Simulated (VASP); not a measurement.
# Cu (Cmcm) in VASP: further runs

The runs below take Cu through relaxation of cell and atoms, single point, with r2SCAN.

All numbers are computed with VASP 6.6.1; they aren't measurements. Logs are shortened: lines on timing, memory, paths and dates and some standing lists are left out, and cuts for length are marked.

### 1 The cell of the first run

It takes space group Cmcm (No. 63, orthorhombic). Conventional cell: a = 2.783 Å, b = 5.000 Å, c = 4.760 Å, α = 90.00°, β = 90.00°, γ = 90.00°. Cu (site symmetry m2m) has 12 Cu at 2.78 to 2.89 Å within 3.7 Å.

### 2 Relaxation of cell and atoms, r2SCAN

Contents of POSCAR:

```
Cu
1.0
    1.3916379497     -2.4998792103      0.0000000000
    1.3916379497      2.4998792103      0.0000000000
    0.0000000000      0.0000000000      4.7600633353
Cu
2
Direct
    0.6641465054      0.3358534946      0.2500000000
    0.3358534946      0.6641465054      0.7500000000
```

Contents of INCAR.step1:

```
  PREC = Accurate
  ENCUT = 600
  ISMEAR = 0
  SIGMA = 0.1
  LREAL = False
  LASPH = True
  NELM = 60
  GGA = PE
  ALGO = Normal
  EDIFF = 1E-4
  LWAVE = True
  LCHARG = False
```

Contents of INCAR.step2:

```
  PREC = Accurate
  ENCUT = 600
  EDIFF = 1E-7
  ISMEAR = 0
  SIGMA = 0.1
  LREAL = False
  LASPH = True
  NELM = 60
  ALGO = Normal
  ISIF = 3
  LWAVE = False
  LCHARG = False
  METAGGA = R2SCAN
  LMIXTAU = True
  IBRION = 2
  NSW = 80
  EDIFFG = -0.05
  ISTART = 1
```

Contents of KPOINTS:

```
regular mesh
0
Gamma
  8 8 4
```

Potentials or basis: VASP PAW PBE potentials, release 64 (Cu).

Run with:

```
> cat potpaw_PBE.64/Cu/POTCAR > POTCAR
> cp INCAR.step1 INCAR
> mpirun -np 1 vasp_std > vasp.out
> cp INCAR.step2 INCAR
> mpirun -np 1 vasp_std > vasp.out
```

OUTCAR:

```text
PREC = Accurate
   ENCUT = 600
   EDIFF = 1E-7
   ISMEAR = 0
   LREAL = False
   LASPH = True
   NELM = 60
   ISIF = 3
   METAGGA = R2SCAN
   IBRION = 2
   NSW = 80
   EDIFFG = -0.05
   ISTART = 1

 ion  position               nearest neighbor table
   1  0.664  0.336  0.250-
   2  0.336  0.664  0.750-

  LATTYP: Found a base centered orthorhombic cell.
 ALAT       =     2.7832758994
 B/A-ratio  =     1.7963574584
 C/A-ratio  =     1.7102376866

  Lattice vectors:

 A1 = (   1.3916379497,  -2.4998792103,   0.0000000000)
 A2 = (   1.3916379497,   2.4998792103,   0.0000000000)
 A3 = (   0.0000000000,   0.0000000000,   4.7600633353)

Analysis of symmetry for initial positions (statically):
=====================================================================
 Subroutine PRICEL returns:
 Original cell was already a primitive cell.

 Routine SETGRP: Setting up the symmetry group for a
 base centered orthorhombic supercell.

 Subroutine GETGRP returns: Found  8 space group operations
 (whereof  4 operations were pure point group operations)
 out of a pool of  8 trial point group operations.

The static configuration has the point symmetry C_2h.
 The point group associated with its full space group is D_2h.

Analysis of symmetry for dynamics (positions and initial velocities):
=====================================================================
 Subroutine PRICEL returns:
 Original cell was already a primitive cell.

 Routine SETGRP: Setting up the symmetry group for a
 base centered orthorhombic supercell.

 Subroutine GETGRP returns: Found  8 space group operations
 (whereof  4 operations were pure point group operations)
 out of a pool of  8 trial point group operations.

The dynamic configuration has the point symmetry C_2h.
 The point group associated with its full space group is D_2h.

 Subroutine INISYM returns: Found  8 space group operations
 (whereof  4 operations are pure point group operations),
 and found     1 'primitive' translations

----------------------------------------------------------------------------------------

                                     Primitive cell

  volume of cell :      33.1198

  direct lattice vectors                    reciprocal lattice vectors
     1.391637950 -2.499879210  0.000000000     0.359288851 -0.200009664  0.000000000
     1.391637950  2.499879210  0.000000000     0.359288851  0.200009664  0.000000000
     0.000000000  0.000000000  4.760063335     0.000000000  0.000000000  0.210081238

  length of vectors
     2.861127793  2.861127793  4.760063335     0.411208395  0.411208395  0.210081238

  position of ions in fractional coordinates (direct lattice)
     0.664146505  0.335853495  0.250000000
     0.335853495  0.664146505  0.750000000

  ion indices of the primitive-cell ions
   primitive index   ion index
                 1           1
                 2           2

----------------------------------------------------------------------------------------

 KPOINTS: regular mesh

Automatic generation of k-mesh.
 Grid dimensions read from file:
 generate k-points for:    8    8    4

 Generating k-lattice:

  Cartesian coordinates                     Fractional coordinates (reciprocal lattice)
     0.044911106 -0.025001208  0.000000000     0.125000000  0.000000000  0.000000000
     0.044911106  0.025001208  0.000000000     0.000000000  0.125000000  0.000000000
     0.000000000  0.000000000  0.052520310     0.000000000  0.000000000  0.250000000

  Length of vectors
     0.051401049  0.051401049  0.052520310

  Shift w.r.t. Gamma in fractional coordinates (k-lattice)
     0.000000000  0.000000000  0.000000000

 Subroutine IBZKPT returns following result:
 ===========================================

 Found     63 irreducible k-points:

 Following reciprocal coordinates:
            Coordinates               Weight
  0.000000  0.000000  0.000000      1.000000
  0.125000  0.000000  0.000000      4.000000
  0.250000  0.000000  0.000000      4.000000
  0.375000  0.000000  0.000000      4.000000
  0.500000  0.000000  0.000000      2.000000
  0.125000  0.125000  0.000000      2.000000
[... 16 lines left out ...]
  0.125000  0.000000  0.250000      8.000000
  0.250000  0.000000  0.250000      8.000000
 [... further k-points ...]
   k-points           NKPTS =     63   k-points in BZ     NKDIM =     63   number of bands    NBANDS=     15
   number of dos      NEDOS =    301   number of ions     NIONS =      2
   total plane-waves  NPLWV =  23040
   dimension x,y,z NGX =    24 NGY =   24 NGZ =   40
   dimension x,y,z NGXF=    48 NGYF=   48 NGZF=   80
   ions per type =               2
   NGX,Y,Z   is equivalent  to a cutoff of  13.95, 13.95, 13.97 a.u.
   NGXF,Y,Z  is equivalent  to a cutoff of  27.89, 27.89, 27.94 a.u.
 SYSTEM =  unknown system
   PREC   = accura    normal or accurate (medium, high low for compatibility)
   ISTART =      1    job   : 0-new  1-cont  2-samecut
   ICHARG =      0    charge: 1-file 2-atom 10-const
   ISPIN  =      1    spin polarized calculation?
   LNONCOLLINEAR =      F non collinear calculations
   LSORBIT =      F    spin-orbit coupling
   LASPH  =      T    aspherical Exc in radial PAW
   ENCUT  =  600.0 eV  44.10 Ry    6.64 a.u.   5.71  5.71  9.51*2*pi/ulx,y,z
   NELM   =     60;   NELMIN=  2; NELMDL=  0     # of ELM steps
   EDIFF  = 0.1E-06   stopping-criterion for ELM
   LREAL  =      F    real-space projection
   EDIFFG = -.5E-01   stopping-criterion for IOM
   NSW    =     80    number of steps for IOM
   IBRION =      2    ionic relax: 0-MD 1-quasi-New 2-CG
   NFREE  =      1    steps in history (QN), initial steepest desc. (CG)
   ISIF   =      3    stress and relaxation
   ISYM   =      2    0-nonsym 1-usesym 2-fastsym
   POTIM  = 0.5000    time-step for ionic-motion
   TEBEG  =    0.0;   TEEND  =   0.0 temperature during run
   PSTRESS=    0.0 pullay stress
   NELECT =      22.0000    total number of electrons
   NUPDOWN=      -1.0000    fix difference up-down
   EMIN   =  10.00;   EMAX   =-10.00  energy-range for DOS
   EFERMI =   0.00;   METHOD = LEGACY
   ISMEAR =     0;   SIGMA  =   0.10  broadening in eV -4-tet -1-fermi 0-gaus
   EFERMI_NEDOS =   21; number of points for ismear=-14 and -15
   IALGO  =     38    algorithm
   IMIX   =      4    mixing-type and parameters
     AMIX     =   0.40;   BMIX     =  1.00
     AMIX_MAG =   1.60;   BMIX_MAG =  1.00
  volume/ion in A,a.u.               =      16.56       111.75
  Fermi-wavevector in a.u.,A,eV,Ry     =   1.428411  2.699305 27.760739  2.040357
  Thomas-Fermi vector in A             =   2.548475
   LORBIT       =      0    0 simple, 1 ext, 2 COOP (PROOUT), +10 PAW based schemes
   METAGGA = R2SCAN    functional components
   LHFCALC =     F    Hartree Fock is set to
   AEXX    =    0.0000 exact exchange contribution
   IVDW    =     0    specifies the selected vdW correction
   LEPSILON=     F    determine dielectric tensor
   LRPA    =     F    only Hartree local field effects (RPA)
 conjugate gradient relaxation of ions
 non-spin polarized calculation
 Gauss-broadening in eV      SIGMA  =   0.10
  energy-cutoff  :      600.00
  volume of cell :       33.12
 maximum number of plane-waves:      1122
   NGX = 11   NGY = 11   NGZ = 19

--------------------------------------- Ionic step        1  -------------------------------------------

 number of electron      21.9999988 magnetization

 Free energy of the ion-electron system (eV)
  ---------------------------------------------------
  ext. energy  EPLUGINS =         0.00000000
  ---------------------------------------------------
  free energy    TOTEN  =       -20.57734029 eV

  energy without entropy =      -20.57089995  energy(sigma->0) =      -20.57412012

 E-fermi :   3.8777     XC(G=0): -11.5943

 val. band max:        3.8559096022   @ k =  -0.2500   0.2500   0.2500
 cond. band min:       3.9095271966   @ k =   0.2500   0.0000   0.2500
 fundamental gap:      0.0536175944
 Fermi energy:         3.8777096153

 k-point     1 :       0.0000    0.0000    0.0000
  band No.  band energies     occupation
      1      -3.3461      2.00000
      2       0.2576      2.00000
      3       1.6030      2.00000
      4       1.6189      2.00000
      5       1.7527      2.00000
      6       1.7857      2.00000
      7       1.8777      2.00000
      8       2.0094      2.00000
      9       2.0528      2.00000
     10       2.4287      2.00000
     11       2.4417      2.00000
     12       3.6480      1.99884
     13       6.1315      0.00000
     14      21.6417      0.00000
     15      22.8866      0.00000
[... 397 lines left out ...]
 k-point    24 :       0.2500    0.0000    0.2500
  band No.  band energies     occupation
      1      -1.3011      2.00000
      2       0.7223      2.00000
      3       1.1981      2.00000
      4       1.4906      2.00000
      5       1.5786      2.00000
      6       1.8329      2.00000
      7       1.8737      2.00000
      8       2.0828      2.00000
      9       2.1589      2.00000
     10       2.1820      2.00000
     11       2.4253      2.00000
     12       3.9095      0.65273
     13      10.4990      0.00000
     14      13.4862      0.00000
     15      17.0053      0.00000

 [... further k-points ...]
[... 5 lines left out ...]
  --------------------------------------------------------------------------------------
  -------------------------------------------------------------------------------------
  Total       -4.6649824     -4.4786423     -4.8238250      0.0000000      0.0000000      0.0000000
  in kB     -225.6693489   -216.6551128   -233.3533880      0.0000000      0.0000000      0.0000000
  external PRESSURE =    -225.2259499 kB  Pullay stress =       0.0000000 kB
[... 237 lines left out ...]
  energy  without entropy=      -21.6062652641  energy(sigma->0) =      -21.60964456

--------------------------------------- Ionic step        8  -------------------------------------------

 number of electron      21.9999997 magnetization

 Free energy of the ion-electron system (eV)
  ---------------------------------------------------
  ext. energy  EPLUGINS =         0.00000000
  ---------------------------------------------------
  free energy    TOTEN  =       -21.61304319 eV

  energy without entropy =      -21.60636531  energy(sigma->0) =      -21.60970425

 E-fermi :   7.5611     XC(G=0): -13.8954

 val. band max:        7.5545325865   @ k =  -0.2500   0.1250   0.2500
 cond. band min:       7.5827084000   @ k =   0.1250   0.1250   0.2500
 fundamental gap:      0.0281758135
 Fermi energy:         7.5610843086

 k-point     1 :       0.0000    0.0000    0.0000
  band No.  band energies     occupation
      1      -2.1695      2.00000
      2       2.3389      2.00000
      3       4.4058      2.00000
      4       4.5065      2.00000
      5       4.6526      2.00000
      6       4.6941      2.00000
      7       4.8544      2.00000
      8       4.9305      2.00000
      9       5.0231      2.00000
     10       5.7989      2.00000
     11       5.8310      2.00000
     12       6.7571      2.00000
     13      12.0464      0.00000
     14      29.0279      0.00000
     15      30.5541      0.00000
[... 397 lines left out ...]
 k-point    24 :       0.2500    0.0000    0.2500
  band No.  band energies     occupation
      1       0.3776      2.00000
      2       2.9629      2.00000
      3       3.5683      2.00000
      4       4.0782      2.00000
      5       4.3686      2.00000
      6       4.6769      2.00000
      7       4.7947      2.00000
      8       5.1548      2.00000
      9       5.3148      2.00000
     10       5.4078      2.00000
     11       5.8349      2.00000
     12       7.9533      0.00000
     13      16.9105      0.00000
     14      19.3458      0.00000
     15      23.7886      0.00000

 [... further k-points ...]
[... 5 lines left out ...]
  --------------------------------------------------------------------------------------
  -------------------------------------------------------------------------------------
  Total        0.0041028     -0.0955066     -0.0534747      0.0000000      0.0000000      0.0000000
  in kB        0.2846276     -6.6257266     -3.7097811      0.0000000      0.0000000      0.0000000
  external PRESSURE =      -3.3502933 kB  Pullay stress =       0.0000000 kB
[... 17 lines left out ...]
  FREE ENERGIE OF THE ION-ELECTRON SYSTEM (eV)
  ---------------------------------------------------
  free  energy   TOTEN  =       -21.6130431852 eV

  energy  without entropy=      -21.6063653066  energy(sigma->0) =      -21.60970425

 reached required accuracy - stopping structural energy minimisation
```

Run time: 14 min. Hardware: 1 thread of Intel Xeon Platinum 8259CL at 2.50GHz (Skylake/Cascade Lake), shared host; peak memory 0.19 GiB.

Results:

```
Free energy                            : -21.6130 eV
Relaxed volume                         : 11.55 Å³/atom
Relaxed cell                           : a = 2.574 Å, b = 2.574 Å, c = 4.090 Å, α = 90.00°, β = 90.00°, γ = 121.56°
Space group after relaxing (to 0.05 Å) : Cmcm (No. 63)
Energy gained by relaxing              : 517.9 meV/atom
Ionic steps                            : 8
Pressure after relaxing                : -0.3 GPa
Largest force after relaxing           : 0.008 eV/Å
Band gap on the k mesh                 : zero (band 11 reaches 10.91 eV, above the bottom of band 12 at 5.61 eV)
```

Forces in eV/Å, atoms in the order of the input:
```
Cu   0.000  0.008  0.000
Cu   0.000 -0.008  0.000
```

Step by step:
```tsv
step	energy change (eV)	largest force (eV/Å)	pressure (GPa)	volume (Å³)
1	0.0000	0.0024	-22.52	33.12
2	-1.0250	0.0099	-0.55	23.17
3	-1.0252	0.0110	0.07	23.08
4	-1.0335	0.0137	0.26	23.03
5	-1.0353	0.0149	0.49	22.98
6	-1.0353	0.0150	0.52	22.98
7	-1.0357	0.0053	-0.52	23.12
8	-1.0357	0.0075	-0.34	23.09
```

Final structure:
```yaml
crystal:
  lattice:
    - [1.25660, -2.24679, 0.00000]
    - [1.25660, 2.24679, 0.00000]
    - [0.00000, 0.00000, 4.08997]
  atoms:
    - { symbol: Cu, position: [0.66379, 0.33621, 0.25000] }
    - { symbol: Cu, position: [0.33621, 0.66379, 0.75000] }
```

Caveat: the volume moved by over 15 % at a fixed basis, so the end points are rough; the PAW data sets were made with another functional, which shifts forces and pressure a little; the relaxation stopped at a loose force limit of 0.05 eV/Å, so its end isn't a converged minimum.

### 3 Single point, r2SCAN

This run uses another cell than the first one, of 11.46 Å³/atom, 0.692 times its volume.

Contents of POSCAR:

```
Cu
1.0
    1.2648661806     -2.1928758212      0.0000000000
    1.2648661806      2.1928758212      0.0000000000
    0.0000000000      0.0000000000      4.1300983026
Cu
2
Direct
    0.6664401881      0.3335598119      0.2500000000
    0.3335598119      0.6664401881      0.7500000000
```

Contents of INCAR.step1:

```
PREC = Accurate
ENCUT = 520
ISMEAR = 0
SIGMA = 0.1
LREAL = False
LASPH = True
NELM = 100
NBANDS = 18
GGA = PE
ALGO = Normal
EDIFF = 1E-4
LWAVE = True
LCHARG = False
```

Contents of INCAR.step2:

```
PREC = Accurate
ENCUT = 520
EDIFF = 1E-6
ISMEAR = 0
SIGMA = 0.1
LREAL = False
LASPH = True
NELM = 100
ALGO = Normal
ISIF = 2
LWAVE = False
LCHARG = False
METAGGA = R2SCAN
LMIXTAU = True
NBANDS = 18
ISTART = 1
```

Contents of KPOINTS:

```
Automatic mesh
0
Gamma
  18 18 10
```

Potentials or basis: VASP PAW PBE potentials, release 64 (Cu).

Run with:

```
> cat potpaw_PBE.64/Cu/POTCAR > POTCAR
> cp INCAR.step1 INCAR
> mpirun -np 1 vasp_std > vasp.out
> cp INCAR.step2 INCAR
> mpirun -np 1 vasp_std > vasp.out
```

It took 15 min on 1 thread of Intel Xeon Platinum 8259CL at 2.50GHz (Skylake/Cascade Lake), shared host; peak memory 0.29 GiB.

It converged, with:

```yaml
Free_energy: -21.6320 eV
Pressure: 0.7 GPa
Band_gap_on_the_k_mesh: zero (band 11 reaches 12.06 eV, above the bottom of band 12 at 5.67 eV)
```

Levels at points of the mesh, in eV from the Fermi level:
```tsv
k point	band 7	band 8	band 9	band 10	band 11	band 12	band 13	band 14	band 15	band 16
(0.00, 0.00, 0.00)	-2.89	-2.61	-2.60	-1.81	-1.81	-1.07	4.20	22.45	23.27	23.31
(0.50, 0.00, 0.00)	-2.85	-1.70	-1.66	-1.60	0.04	1.77	8.32	8.84	11.27	11.90
(0.50, 0.50, 0.00)	-2.85	-1.70	-1.66	-1.60	0.04	1.75	8.32	8.84	11.25	11.88
(0.00, 0.00, 0.50)	-3.16	-3.16	-2.05	-2.05	-2.04	-2.04	13.33	13.33	23.20	23.20
(0.50, 0.00, 0.50)	-1.99	-1.99	-1.64	-1.64	0.55	0.55	5.32	5.32	17.25	17.25
(0.50, 0.50, 0.50)	-1.98	-1.98	-1.64	-1.64	0.53	0.53	5.31	5.31	17.29	17.29
```

Caveat: the PAW data sets were made with another functional, which shifts forces and pressure a little.
